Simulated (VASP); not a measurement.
# FeGe: single point with r2SCAN

The system is FeGe.

```
CELL_PARAMETERS angstrom
3.01617 0.00000 0.00000
0.00000 3.01617 0.00000
0.00000 0.00000 3.01617
ATOMIC_POSITIONS crystal
Fe 0.00000 0.00000 0.00000
Ge 0.46334 0.45075 0.45353
```

| Quantity | Value |
| --- | --- |
| Program | VASP 6.6.1 |
| Task | single point |
| Functional | r2SCAN |
| Potentials or basis | VASP PAW PBE potentials, release 64 (Fe, Ge_d) |
| Cutoff | 520 eV |
| k mesh | 3 × 3 × 3 |
| Occupations | gaussian, width 0.05 eV |
| Spin | collinear spin, ferromagnetic start |
| Starting moments | [4.0, 0.0] μB |

```
Pressure                                              : -4.8 GPa
Largest force                                         : 0.944 eV/Å
Net moment                                            : 1.93 μB per cell
Site moments                                          : Fe +1.97; Ge -0.01 μB
Valence electrons inside the program's atomic spheres : Fe 7.13; Ge 12.42
```

Forces in eV/Å, atoms in the order of the input:
```
Fe  -0.461 -0.596 -0.568
Ge   0.461  0.596  0.568
```

Stress tensor (GPa, compression positive):
```
-4.41  2.38  2.29
 2.38 -4.98  3.05
 2.29  3.05 -5.00
```

Levels at points of the mesh, in eV from the Fermi level:
Spin up:
| k point | band 10 | band 11 | band 12 | band 13 | band 14 | band 15 |
| --- | --- | --- | --- | --- | --- | --- |
| (0.00, 0.00, 0.00) | -1.68 | -1.67 | 3.13 | 3.19 | 3.23 | 8.52 |
Spin down:
```tsv
k point	band 8	band 9	band 10	band 11	band 12	band 13
(0.00, 0.00, 0.00)	-1.25	0.16	0.40	0.42	3.28	3.34
```

Run time: 3.1 min on 1 thread of AMD EPYC 7R13 (shared host), peak memory 0.13 GiB.

Caveat: the k points lie up to 0.69 Å⁻¹ apart; the PAW data sets were made with another functional, which shifts forces and pressure a little.
